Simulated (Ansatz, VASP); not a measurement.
Two plane-wave programs on BaZn3H

```
CELL_PARAMETERS angstrom
3.61188 0.00000 0.00000
0.00000 3.61188 0.00000
0.00000 0.00000 3.55802
ATOMIC_POSITIONS crystal
Ba 0.00000 0.00000 0.10161
Zn 0.50000 0.00000 0.99454
Zn 0.00000 0.50000 0.99454
Zn 0.50000 0.50000 0.90140
H 0.00000 0.00000 0.67249
```

Alike in both runs: task single point; functional PBE; k mesh 6 × 6 × 6; occupations gaussian, width 0.1 eV; no spin polarisation.

|  | VASP | Ansatz |
| --- | --- | --- |
| version | VASP 6.6.1 | Ansatz 0.2.0 |
| potentials or method | VASP PAW PBE potentials, release 64 (Ba_sv, Zn, H), cutoff 520 eV | scalar-relativistic, plane waves, PAW |
| valence electrons in the cell | 47 | 47 |

|  | VASP | Ansatz | Ansatz less VASP |
| --- | --- | --- | --- |
| gap on the k mesh at the Fermi level (eV) | none | none | - |
| rms of the force components (eV/Å) | 10.661 | 8.963 | -1.6983 |

Atom by atom the forces differ by 1.774 eV/Å (rms over components). A gap of «none» marks a metal or a gap that the smearing closes. The functional is the same, so the differences come from potentials, cutoffs and numerics.

Neither program's run includes spin-orbit coupling.
